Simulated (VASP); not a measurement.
Write the native input for VASP 6.6.1 that does the following.

| Item | Value |
| --- | --- |
| Task | single point |
| Functional | PBEsol |
| Potentials or basis | VASP PAW PBE potentials, release 64 (W_sv, Se) |
| Cutoff | 520 eV |
| k mesh | 9 × 9 × 1 |
| Occupations | gaussian, width 0.05 eV |
| Spin | no spin polarisation |
| Dipole correction | yes |
| Further INCAR settings | ALGO = Normal; EDIFF = 1e-06; NBANDS = 57 |

The structure of W2Se3 lies in POSCAR:

```
W2Se3
1.0
    3.2706140675      0.0000000000      0.0000000000
   -1.6353070337      2.8324348684      0.0000000000
    0.0000000000      0.0000000000     45.5860756071
W Se
4 6
Direct
    0.3333333333      0.6666666667      0.1649775057
    0.6666666667      0.3333333333      0.3094009044
    0.3333333333      0.6666666667      0.6906005737
    0.6666666667      0.3333333333      0.8350204050
    0.6666666667      0.3333333333      0.2006639666
    0.3333333333      0.6666666667      0.2726542751
    0.3333333333      0.6666666667      0.3460865033
    0.6666666667      0.3333333333      0.6539149893
    0.6666666667      0.3333333333      0.7273469621
    0.3333333333      0.6666666667      0.7993339149
```

The input as run:

INCAR

```
SYSTEM = W2Se3
  PREC = Accurate
  ENCUT = 520
  EDIFF = 1E-6
  ISMEAR = 0
  SIGMA = 0.05
  LREAL = .FALSE.
  LASPH = .TRUE.
  NELM = 80
  ALGO = Normal
  ISIF = 2
  LWAVE = .FALSE.
  LCHARG = .FALSE.
  LDIPOL = .TRUE.
  IDIPOL = 3
  DIPOL = 0.5 0.5 0.500
  GGA = PS
  NBANDS = 57
```

KPOINTS

```
regular mesh
0
G
  9 9 1
  0 0 0
```

Potentials or basis: VASP PAW PBE potentials, release 64 (W_sv, Se).

The run is started by

```bash
$ cat potpaw_PBE.64/W_sv/POTCAR potpaw_PBE.64/Se/POTCAR > POTCAR
$ mpirun -np 1 vasp_std > vasp.out
```

It gave:

```yaml
Largest_force: 0.062 eV/Å
Band_gap_on_the_k_mesh: 0.16 eV, indirect (least direct gap 0.32 eV)
```

Caveat: the PAW data sets were made with another functional, which shifts forces and pressure a little; spin-orbit coupling is left out, which moves the levels of the heavy elements.

Wall time 5.9 min on 1 thread of Intel(R) Xeon(R) 6975P-C (Granite Rapids), on a shared host, peak memory 0.59 GiB.
